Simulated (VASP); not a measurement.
# SrO in VASP: notebook

The runs below take SrO through single point, with PBE.

Program: VASP 6.6.1. These are calculated values, not measurements. Logs are shortened: lines on timing, memory, paths and dates and some standing lists are left out, and cuts for length are marked.

### 1 The cell of the first run

The structure is hexagonal, space group P6_3/mmc (No. 194). Conventional cell: a = 3.448 Å, b = 3.448 Å, c = 6.127 Å, α = 90.00°, β = 90.00°, γ = 120.00°. Within 3.3 Å of Sr (site symmetry -6m2) lie 6 O at 2.51 Å. Within 3.3 Å of O (site symmetry -3m) lie 6 Sr at 2.51 Å and 2 O at 3.06 Å.

### 2 Single point, PBE (strained)

The input, INCAR:

```
PREC = Accurate ; ENCUT = 520
EDIFF = 1E-6 ; ISMEAR = 0
SIGMA = 0.02 ; LREAL = F
LASPH = T ; NELM = 80
ALGO = Normal ; ISIF = 2
LWAVE = F ; LCHARG = F
GGA = PE ; NBANDS = 24
```

The input, KPOINTS:

```
regular mesh
0
Gamma
  9 9 6
```

The input, POSCAR:

```
SrO
1.0
    3.4482173614      0.0000000000      0.0000000000
   -1.7241086807      2.9862438327      0.0000000000
    0.0000000000      0.0000000000      6.1267178610
Sr O
2 2
Direct
    0.3333333300      0.6666666700      0.2500000000
    0.6666666700      0.3333333300      0.7500000000
    0.0000000000      0.0000000000      0.0000000000
    0.0000000000      0.0000000000      0.5000000000
```

Potentials or basis: VASP PAW PBE potentials, release 64 (Sr_sv, O).

Command:

```sh
$ cat potpaw_PBE.64/Sr_sv/POTCAR potpaw_PBE.64/O/POTCAR > POTCAR
$ mpirun -np 1 vasp_std > vasp.out
```

OUTCAR:

```text
PREC = Accurate
   ENCUT = 520
   EDIFF = 1E-6
   ISMEAR = 0
   LREAL = F
   LASPH = T
   NELM = 80
   ISIF = 2
   GGA = PE

 ion  position               nearest neighbor table
   1  0.333  0.667  0.250-   3 2.51   4 2.51   3 2.51   4 2.51   3 2.51   4 2.51   2 3.65   2 3.65
                             2 3.65   2 3.65   2 3.65   2 3.65   2 5.02   2 5.02   2 5.02   2 5.02
   2  0.667  0.333  0.750-   3 2.51   4 2.51   3 2.51   4 2.51   3 2.51   4 2.51   1 3.65   1 3.65
                             1 3.65   1 3.65   1 3.65   1 3.65   1 5.02   1 5.02   1 5.02   1 5.02
   3  0.000  0.000  0.000-   1 2.51   2 2.51   1 2.51   2 2.51   2 2.51   1 2.51
   4  0.000  0.000  0.500-   1 2.51   2 2.51   1 2.51   2 2.51   2 2.51   1 2.51

  LATTYP: Found a hexagonal cell.
 ALAT       =     3.4482173614
 C/A-ratio  =     1.7767783231

  Lattice vectors:

 A1 = (   3.4482173614,   0.0000000000,   0.0000000000)
 A2 = (  -1.7241086807,   2.9862438327,   0.0000000000)
 A3 = (   0.0000000000,   0.0000000000,   6.1267178610)

Analysis of symmetry for initial positions (statically):
=====================================================================
 Subroutine PRICEL returns:
 Original cell was already a primitive cell.

 Routine SETGRP: Setting up the symmetry group for a
 hexagonal supercell.

 Subroutine GETGRP returns: Found 24 space group operations
 (whereof 12 operations were pure point group operations)
 out of a pool of 24 trial point group operations.

The static configuration has the point symmetry D_3d.
 The point group associated with its full space group is D_6h.

Analysis of symmetry for dynamics (positions and initial velocities):
=====================================================================
 Subroutine PRICEL returns:
 Original cell was already a primitive cell.

 Routine SETGRP: Setting up the symmetry group for a
 hexagonal supercell.

 Subroutine GETGRP returns: Found 24 space group operations
 (whereof 12 operations were pure point group operations)
 out of a pool of 24 trial point group operations.

The dynamic configuration has the point symmetry D_3d.
 The point group associated with its full space group is D_6h.

 Subroutine INISYM returns: Found 24 space group operations
 (whereof 12 operations are pure point group operations),
 and found     1 'primitive' translations

----------------------------------------------------------------------------------------

                                     Primitive cell

  volume of cell :      63.0881

  direct lattice vectors                    reciprocal lattice vectors
     3.448217361  0.000000000  0.000000000     0.290004920  0.167434419  0.000000000
    -1.724108681  2.986243833  0.000000000     0.000000000  0.334868837  0.000000000
     0.000000000  0.000000000  6.126717861     0.000000000  0.000000000  0.163219528

  length of vectors
     3.448217361  3.448217361  6.126717861     0.334868837  0.334868837  0.163219528

  position of ions in fractional coordinates (direct lattice)
     0.333333330  0.666666670  0.250000000
     0.666666670  0.333333330  0.750000000
     0.000000000  0.000000000  0.000000000
     0.000000000  0.000000000  0.500000000

  ion indices of the primitive-cell ions
   primitive index   ion index
                 1           1
                 2           2
                 3           3
                 4           4

----------------------------------------------------------------------------------------

 KPOINTS: regular mesh

Automatic generation of k-mesh.
 Grid dimensions read from file:
 generate k-points for:    9    9    6

 Generating k-lattice:

  Cartesian coordinates                     Fractional coordinates (reciprocal lattice)
     0.032222769  0.018603824  0.000000000     0.111111111 -0.000000000  0.000000000
     0.000000000  0.037207649  0.000000000     0.000000000  0.111111111  0.000000000
     0.000000000  0.000000000  0.027203255     0.000000000  0.000000000  0.166666667

  Length of vectors
     0.037207649  0.037207649  0.027203255

  Shift w.r.t. Gamma in fractional coordinates (k-lattice)
     0.000000000  0.000000000  0.000000000

 Subroutine IBZKPT returns following result:
 ===========================================

 Found     48 irreducible k-points:

 Following reciprocal coordinates:
            Coordinates               Weight
  0.000000  0.000000  0.000000      1.000000
  0.111111  0.000000  0.000000      6.000000
  0.222222  0.000000  0.000000      6.000000
  0.333333  0.000000  0.000000      6.000000
  0.444444  0.000000  0.000000      6.000000
  0.111111  0.111111  0.000000      6.000000
[... 16 lines left out ...]
  0.333333  0.222222  0.166667     24.000000
  0.333333  0.333333  0.166667      4.000000
 [... further k-points ...]
   k-points           NKPTS =     48   k-points in BZ     NKDIM =     48   number of bands    NBANDS=     24
   number of dos      NEDOS =    301   number of ions     NIONS =      4
[... 73 lines left out ...]
  band No.  band energies     occupation
      1     -30.1906      2.00000
      2     -30.0477      2.00000
      3     -14.7875      2.00000
      4     -13.0839      2.00000
      5     -11.7640      2.00000
      6     -11.7519      2.00000
[... 16 lines left out ...]
     23      10.3115      0.00000
     24      11.1690      0.00000

 k-point     2 :       0.1111    0.0000    0.0000
  band No.  band energies     occupation
      1     -30.1680      2.00000
      2     -30.0333      2.00000
      3     -14.6794      2.00000
      4     -13.3652      2.00000
      5     -11.9046      2.00000
      6     -11.8102      2.00000
[... 16 lines left out ...]
     23      10.5406      0.00000
     24      10.8501      0.00000

 k-point     3 :       0.2222    0.0000    0.0000
  band No.  band energies     occupation
      1     -30.1092      2.00000
      2     -29.9975      2.00000
      3     -14.3665      2.00000
      4     -13.8937      2.00000
      5     -12.2579      2.00000
      6     -11.9285      2.00000
[... 16 lines left out ...]
     23      11.0025      0.00000
     24      11.2284      0.00000

 k-point     4 :       0.3333    0.0000    0.0000
  band No.  band energies     occupation
      1     -30.0377      2.00000
      2     -29.9596      2.00000
      3     -14.3653      2.00000
      4     -13.8908      2.00000
      5     -12.6288      2.00000
      6     -12.0473      2.00000
[... 16 lines left out ...]
     23      11.7456      0.00000
     24      11.8306      0.00000

 k-point     5 :       0.4444    0.0000    0.0000
  band No.  band energies     occupation
      1     -29.9851      2.00000
      2     -29.9399      2.00000
      3     -14.6353      2.00000
      4     -13.3854      2.00000
      5     -12.8565      2.00000
      6     -12.2023      2.00000
[... 16 lines left out ...]
     23      12.4447      0.00000
     24      12.9330      0.00000

 k-point     6 :       0.1111    0.1111    0.0000
  band No.  band energies     occupation
      1     -30.1273      2.00000
      2     -30.0082      2.00000
      3     -14.4685      2.00000
      4     -13.7443      2.00000
      5     -12.1684      2.00000
      6     -11.8546      2.00000
[... 16 lines left out ...]
     23      10.6744      0.00000
     24      10.7769      0.00000
[... 379 lines left out ...]
 k-point    21 :       0.4444    0.1111    0.1667
  band No.  band energies     occupation
      1     -29.9677      2.00000
      2     -29.9380      2.00000
      3     -14.6153      2.00000
      4     -13.5263      2.00000
      5     -12.5133      2.00000
      6     -12.3136      2.00000
[... 16 lines left out ...]
     23      12.3980      0.00000
     24      12.6247      0.00000

 k-point    22 :       0.2222    0.2222    0.1667
  band No.  band energies     occupation
      1     -30.0007      2.00000
      2     -29.9483      2.00000
      3     -14.4373      2.00000
      4     -13.7286      2.00000
      5     -12.5546      2.00000
      6     -12.2497      2.00000
[... 16 lines left out ...]
     23      11.9638      0.00000
     24      12.0030      0.00000

 k-point    23 :       0.3333    0.2222    0.1667
  band No.  band energies     occupation
      1     -29.9591      2.00000
      2     -29.9341      2.00000
      3     -14.5772      2.00000
      4     -13.4249      2.00000
      5     -12.4992      2.00000
      6     -12.4810      2.00000
[... 16 lines left out ...]
     23      12.1102      0.00000
     24      12.5962      0.00000

 k-point    24 :       0.3333    0.3333    0.1667
  band No.  band energies     occupation
      1     -29.9369      2.00000
      2     -29.9369      2.00000
      3     -14.5933      2.00000
      4     -13.2585      2.00000
      5     -12.5994      2.00000
      6     -12.5994      2.00000
[... 16 lines left out ...]
     23      12.4421      0.00000
     24      12.4421      0.00000

 [... further k-points ...]

------------------------ aborting loop because EDIFF is reached ----------------------------------------

  FORCE on cell =-STRESS in cart. coord.  units (eV):
  Direction    XX          YY          ZZ          XY          YZ          ZX
  --------------------------------------------------------------------------------------
  -------------------------------------------------------------------------------------
  Total        4.1030807      4.1030807      3.3215713      0.0000000      0.0000000      0.0000000
  in kB      104.2012341    104.2012341     84.3541351      0.0000000      0.0000000      0.0000000
  external PRESSURE =      97.5855344 kB  Pullay stress =       0.0000000 kB

 VOLUME and BASIS-vectors are now :
 -----------------------------------------------------------------------------
  energy-cutoff  :      520.00
  volume of cell :       63.09
      direct lattice vectors                 reciprocal lattice vectors
     3.448217361  0.000000000  0.000000000     0.290004920  0.167434419  0.000000000
    -1.724108681  2.986243833  0.000000000     0.000000000  0.334868837  0.000000000
     0.000000000  0.000000000  6.126717861     0.000000000  0.000000000  0.163219528

 POSITION                                       TOTAL-FORCE (eV/Angst)
 -----------------------------------------------------------------------------------
     -0.00000      1.99083      1.53168         0.000000     -0.000000      0.000000
      1.72411      0.99541      4.59504        -0.000000      0.000000      0.000000
      0.00000      0.00000      0.00000         0.000000      0.000000      0.000000
      0.00000      0.00000      3.06336         0.000000      0.000000      0.000000
 -----------------------------------------------------------------------------------
    total drift:                               -0.000010      0.000006      0.000000

  FREE ENERGIE OF THE ION-ELECTRON SYSTEM (eV)
  ---------------------------------------------------
  free  energy   TOTEN  =       -23.5573212960 eV

  energy  without entropy=      -23.5573212960  energy(sigma->0) =      -23.55732130
```

It took 34 s on 1 thread of AMD EPYC 9R45 (Zen 5), shared host; peak memory 0.19 GiB.

Results:

```
Free energy            : -23.5573 eV
Pressure               : 9.8 GPa
Band gap on the k mesh : 3.15 eV, indirect (least direct gap 3.41 eV)
```

Levels at points of the mesh, in eV from the valence-band top:
```tsv
k point	band 12	band 13	band 14	band 15	band 16	band 17	band 18	band 19	band 20	band 21
(0.00, 0.00, 0.00)	-1.05	-1.05	-0.81	-0.81	0.00	3.59	5.15	5.26	6.37	6.37
(0.00, 0.00, 0.50)	-1.68	-0.96	-0.96	-0.96	-0.96	5.05	5.05	6.32	6.32	7.44
```

Caveat: the cell differs from its parent crystal (strained). A k mesh can miss the band edges.

### 3 Single point, PBE (strained)

The input, INCAR:

```
PREC = Accurate
ENCUT = 520
EDIFF = 1E-6
ISMEAR = 0
SIGMA = 0.02
LREAL = False
LASPH = True
NELM = 80
ALGO = Normal
ISIF = 2
LWAVE = False
LCHARG = True
GGA = PE
LELF = True
LVHAR = True
NBANDS = 24
```

The input, KPOINTS:

```
Automatic mesh
0
Gamma
  9 9 6
```

The input, POSCAR:

```
SrO
1.0
    3.4855979521      0.0000000000      0.0000000000
   -1.7427989760      3.0186163739      0.0000000000
    0.0000000000      0.0000000000      6.2853834586
Sr O
2 2
Direct
    0.3333333300      0.6666666700      0.2500000000
    0.6666666700      0.3333333300      0.7500000000
    0.0000000000      0.0000000000      0.0000000000
    0.0000000000      0.0000000000      0.5000000000
```

Potentials or basis: VASP PAW PBE potentials, release 64 (Sr_sv, O).

Command:

```sh
$ cat potpaw_PBE.64/Sr_sv/POTCAR potpaw_PBE.64/O/POTCAR > POTCAR
$ mpirun -np 1 vasp_std > vasp.out
```

It took 35 s on 1 thread of AMD EPYC 9R45 (Zen 5), shared host; peak memory 0.19 GiB.

It converged, with:

```
Free energy            : -23.6761 eV
Pressure               : 4.3 GPa
Band gap on the k mesh : 3.19 eV, indirect (least direct gap 3.34 eV)
```

Stress tensor (GPa, compression positive):
```
6.18 0.00 0.00
0.00 6.18 0.00
0.00 0.00 0.61
```

Levels at points of the mesh, in eV from the valence-band top:
| k point | band 12 | band 13 | band 14 | band 15 | band 16 | band 17 | band 18 | band 19 | band 20 | band 21 |
| --- | --- | --- | --- | --- | --- | --- | --- | --- | --- | --- |
| (0.00, 0.00, 0.00) | -0.87 | -0.87 | -0.65 | -0.65 | 0.00 | 3.34 | 5.11 | 5.17 | 6.31 | 6.31 |
| (0.00, 0.00, 0.50) | -1.59 | -0.79 | -0.79 | -0.79 | -0.79 | 4.83 | 4.83 | 6.17 | 6.17 | 7.27 |

Caveat: the cell differs from its parent crystal (strained). A k mesh can miss the band edges.

### 4 Single point, PBE (strained)

The input, INCAR:

```
SYSTEM = SrO
PREC     = Accurate       ! precision mode
ENCUT    = 520            ! plane-wave cutoff, eV
EDIFF    = 1E-6           ! SCF threshold, eV
ISMEAR   = 0              ! smearing method
SIGMA    = 0.02           ! smearing width, eV
LREAL    = .False.        ! projectors in reciprocal space
LASPH    = .True.         ! aspherical terms in the spheres
NELM     = 80             ! most SCF steps
ALGO     = Normal         ! electronic algorithm
ISIF     = 2              ! what is computed and relaxed
LWAVE    = .False.        ! write WAVECAR
LCHARG   = .False.        ! write CHGCAR
GGA      = PE             ! functional
NBANDS   = 24             ! bands
```

The input, KPOINTS:

```
Automatic mesh
0
Gamma
  9 9 6
  0 0 0
```

The input, POSCAR:

```
SrO
1.0
    3.6838714275      0.0000000000      0.0000000000
   -1.8419357138      3.1903262405      0.0000000000
    0.0000000000      0.0000000000      6.3525303416
Sr O
2 2
Direct
    0.3333333300      0.6666666700      0.2500000000
    0.6666666700      0.3333333300      0.7500000000
    0.0000000000      0.0000000000      0.0000000000
    0.0000000000      0.0000000000      0.5000000000
```

Command:

```sh
$ cat potpaw_PBE.64/Sr_sv/POTCAR potpaw_PBE.64/O/POTCAR > POTCAR
$ mpirun -np 1 vasp_std > vasp.out
```

Run time: 35 s. Hardware: 1 thread of AMD EPYC 9R45 (Zen 5), shared host; peak memory 0.2 GiB.

Results (log left out):

```yaml
Free_energy: -23.6694 eV
Pressure: -4.8 GPa
Band_gap_on_the_k_mesh: 2.50 eV, direct
```

Stress tensor (GPa, compression positive):
```
-5.20  0.00  0.00
 0.00 -5.20  0.00
 0.00  0.00 -4.04
```

Levels at points of the mesh, in eV from the valence-band top:
| k point | band 14 | band 15 | band 16 | band 17 | band 18 | band 19 |
| --- | --- | --- | --- | --- | --- | --- |
| (0.00, 0.00, 0.00) | -0.73 | -0.73 | 0.00 | 2.50 | 4.72 | 5.04 |
| (0.00, 0.00, 0.50) | -0.88 | -0.88 | -0.88 | 4.17 | 4.17 | 5.58 |

Caveat: the cell differs from its parent crystal (strained). A k mesh can miss the band edges.

### 5 Single point, PBE (strained)

The input, INCAR:

```
SYSTEM = SrO
PREC = Accurate ; ENCUT = 520
EDIFF = 1E-7 ; ISMEAR = 0
SIGMA = 0.02 ; LREAL = .FALSE.
LASPH = .TRUE. ; NELM = 100
ALGO = Normal ; ISIF = 2
LWAVE = .FALSE. ; LCHARG = .FALSE.
GGA = PE ; NBANDS = 24
```

The input, KPOINTS:

```
Automatic mesh
0
G
  9 9 6
  0 0 0
```

The input, POSCAR:

```
SrO
1.0
    3.5725824445      0.0000000000      0.0000000000
   -1.7862912223      3.0939471541      0.0000000000
    0.0000000000      0.0000000000      6.1578043809
Sr O
2 2
Direct
    0.3333333300      0.6666666700      0.2500000000
    0.6666666700      0.3333333300      0.7500000000
    0.0000000000      0.0000000000      0.0000000000
    0.0000000000      0.0000000000      0.5000000000
```

Command:

```sh
$ cat potpaw_PBE.64/Sr_sv/POTCAR potpaw_PBE.64/O/POTCAR > POTCAR
$ mpirun -np 1 vasp_std > vasp.out
```

Run time: 48 s. Hardware: 1 thread of Intel Xeon 6975P-C (Granite Rapids), shared host; peak memory 0.21 GiB.

The run converged. Its results:

* Free energy: -23.7341 eV
* Pressure: 2.0 GPa
* Band gap on the k mesh: 3.00 eV, direct

Stress tensor (GPa, compression positive):
```
1.21 0.00 0.00
0.00 1.21 0.00
0.00 0.00 3.69
```

Levels at points of the mesh, in eV from the valence-band top:
```
           k point  band 13  band 14  band 15  band 16  band 17  band 18  band 19  band 20
(0.00, 0.00, 0.00)    -1.13    -0.86    -0.86     0.00     3.00     4.96     5.15     6.11
(0.00, 0.00, 0.50)    -1.03    -1.03    -1.03    -1.03     4.65     4.65     5.90     5.90
```

Caveat: the cell differs from its parent crystal (strained). A k mesh can miss the band edges.

### 6 Single point, PBE (one atom moved)

The input, INCAR:

```
SYSTEM = SrO
  ALGO = Normal
  EDIFF = 1E-7
  ENCUT = 520
  GGA = PE
  ISIF = 2
  ISMEAR = 0
  LASPH = .TRUE.
  LCHARG = .FALSE.
  LREAL = .FALSE.
  LWAVE = .FALSE.
  NBANDS = 24
  NELM = 60
  PREC = Accurate
  SIGMA = 0.02
```

The input, KPOINTS:

```
k-points
0
G
  9 9 6
  0 0 0
```

The input, POSCAR:

```
SrO
1.0
    3.5532880902      0.0000000000      0.0000000000
   -1.7766440451      3.0772377531      0.0000000000
    0.0000000000      0.0000000000      6.2173039800
Sr O
2 2
Direct
    0.3333333300      0.6666666700      0.2572378639
    0.6666666700      0.3333333300      0.7500000000
    0.0000000000      0.0000000000      0.0000000000
    0.0000000000      0.0000000000      0.5000000000
```

Potentials or basis: VASP PAW PBE potentials, release 64 (Sr_sv, O).

Command:

```sh
$ cat potpaw_PBE.64/Sr_sv/POTCAR potpaw_PBE.64/O/POTCAR > POTCAR
$ mpirun -np 1 vasp_std > vasp.out
```

Run time: 64 s. Hardware: 1 thread of Intel Xeon 6975P-C (Granite Rapids), shared host; peak memory 0.23 GiB.

Results (log left out):

```
Free energy            : -23.7276 eV
Pressure               : 2.1 GPa
Largest force          : 0.455 eV/Å
Band gap on the k mesh : 3.08 eV, direct
```

Forces on the atoms (eV/Å):
```
Sr   0.000  0.000 -0.455
Sr   0.000  0.000  0.350
O    0.000  0.000  0.045
O    0.000  0.000  0.060
```

Stress tensor (GPa, compression positive):
```
2.15 0.00 0.00
0.00 2.15 0.00
0.00 0.00 1.87
```

Levels at points of the mesh, in eV from the valence-band top:
```csv
k point,band 14,band 15,band 16,band 17,band 18,band 19
"(0.00, 0.00, 0.00)",-0.71,-0.71,0.00,3.08,5.02,5.13
"(0.00, 0.00, 0.50)",-1.08,-0.79,-0.79,4.68,4.68,5.95
```

Caveat: the cell differs from its parent crystal (one atom moved).

### 7 Overview

| cell | gap on the mesh (eV) | pressure (GPa) |
| --- | --- | --- |
| a = 3.448, b = 3.448, c = 6.127 Å, angles 90.0, 90.0, 120.0°, 4 atoms | 3.15 | 9.8 |
| a = 3.486, b = 3.486, c = 6.285 Å, angles 90.0, 90.0, 120.0°, 4 atoms | 3.19 | 4.3 |
| a = 3.684, b = 3.684, c = 6.353 Å, angles 90.0, 90.0, 120.0°, 4 atoms | 2.50 | -4.8 |
| a = 3.573, b = 3.573, c = 6.158 Å, angles 90.0, 90.0, 120.0°, 4 atoms | 3.00 | 2.0 |
| a = 3.553, b = 3.553, c = 6.217 Å, angles 90.0, 90.0, 120.0°, 4 atoms | 3.08 | 2.1 |

Alike in all rows: task single point; level PBE; potentials or basis VASP PAW PBE potentials, release 64 (Sr_sv, O); no spin polarisation; k mesh 9 × 9 × 6; cutoff (eV) 520; smearing gaussian 0.02 eV.

Total energies depend on the potentials used, so only differences within one code and one set of settings carry meaning.
